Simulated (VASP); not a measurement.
The system is Be2C.

```
CELL_PARAMETERS angstrom
0.00000 1.95961 1.95961
1.95961 0.00000 1.95961
1.95961 1.95961 0.00000
ATOMIC_POSITIONS crystal
C 0.00000 0.00000 0.00000
Be 0.25000 0.25000 0.25000
Be 0.75000 0.75000 0.75000
```

- Program: VASP 6.6.1
- Task: relaxation of cell and atoms
- Functional: PBE
- Potentials or basis: VASP PAW PBE potentials, release 64 (C, Be)
- Cutoff: 600 eV
- k mesh: 10 × 10 × 10
- Occupations: fermi-dirac, width 0.02 eV
- Spin: no spin polarisation

At the start: pressure 101.3 GPa; volume 5.02 Å³/atom.

Question: Where does the relaxation end?

Answer: Over 5 steps the energy falls by 443.1 meV/atom and the volume is 6.77 Å³/atom (+34.9 %); space group Fm-3m (No. 225, to 0.1 Å) before and after.

The path:
```tsv
step	energy change (eV)	largest force (eV/Å)	pressure (GPa)	volume (Å³)
1	0.0000	0.0000	101.29	15.05
2	-1.1340	0.0000	-20.66	23.07
3	-1.3291	0.0000	0.76	20.24
4	-1.3292	0.0000	-0.38	20.35
5	-1.3293	0.0000	0.06	20.31
```

Final structure:
```yaml
crystal:
  lattice:
    - [0.00000, 2.16537, 2.16537]
    - [2.16537, 0.00000, 2.16537]
    - [2.16537, 2.16537, 0.00000]
  atoms:
    - { symbol: C, position: [0.00000, 0.00000, 0.00000] }
    - { symbol: Be, position: [0.25000, 0.25000, 0.25000] }
    - { symbol: Be, position: [0.75000, 0.75000, 0.75000] }
```

Caveat: the volume moved by over 15 % at a fixed basis, so the end points are rough.
